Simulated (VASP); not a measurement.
## TiO2: single point with PBE

Crystal: TiO2.

```
Ti O
1.0
     4.43889    0.00000    0.00000
     0.00000    4.43889    0.00000
     0.00000    0.00000    3.07038
Ti O
2 4
Direct
  0.00000 0.00000 0.00000
  0.50000 0.50000 0.50000
  0.30510 0.30510 0.00000
  0.19490 0.80510 0.50000
  0.69490 0.69490 0.00000
  0.80510 0.19490 0.50000
```

This cell differs from its parent crystal: volume 10.083 Å^3 an atom, c/a of the conventional cell 0.6917.

```
Program                : VASP 6.6.1
Task                   : single point
Functional             : PBE
Potentials or basis    : VASP PAW PBE potentials, release 64 (Ti_sv, O)
Cutoff                 : 520 eV
k mesh                 : 8 × 8 × 10
Occupations            : gaussian, width 0.05 eV
Spin                   : no spin polarisation
Dipole correction      : no
Further INCAR settings : ALGO = Normal; EDIFF = 1e-06; NBANDS = 33
```

* Pressure: 11.7 GPa
* Largest force: 0.114 eV/Å
* Band gap on the k mesh: 1.89 eV, direct

Forces in eV/Å, atoms in the order of the input:
```
Ti   0.000  0.000  0.000
Ti   0.000  0.000  0.000
O   -0.081 -0.081  0.000
O    0.081 -0.081  0.000
O    0.081  0.081  0.000
O   -0.081  0.081  0.000
```

Stress tensor (GPa, compression positive):
```
17.39  0.00  0.00
 0.00 17.39  0.00
 0.00  0.00  0.19
```

Levels at points of the mesh, in eV from the valence-band top:
```csv
k point,band 22,band 23,band 24,band 25,band 26,band 27
"(0.00, 0.00, 0.00)",-0.38,-0.38,0.00,1.89,2.28,2.33
"(0.50, 0.00, 0.00)",-2.07,-0.78,-0.78,2.62,2.62,3.02
"(0.50, 0.50, 0.00)",-1.64,-0.94,-0.94,2.01,2.01,2.38
"(0.00, 0.00, 0.50)",-2.41,-1.38,-1.38,2.70,2.70,3.13
"(0.50, 0.00, 0.50)",-2.08,-1.08,-1.08,1.93,1.93,2.77
"(0.50, 0.50, 0.50)",-1.41,-0.62,-0.62,2.66,2.66,2.77
```

It took 91 s on 1 thread of Intel(R) Xeon(R) Platinum 8488C (Sapphire Rapids), with other jobs on the host, peak memory 0.26 GiB.

 A k mesh can miss the band edges.
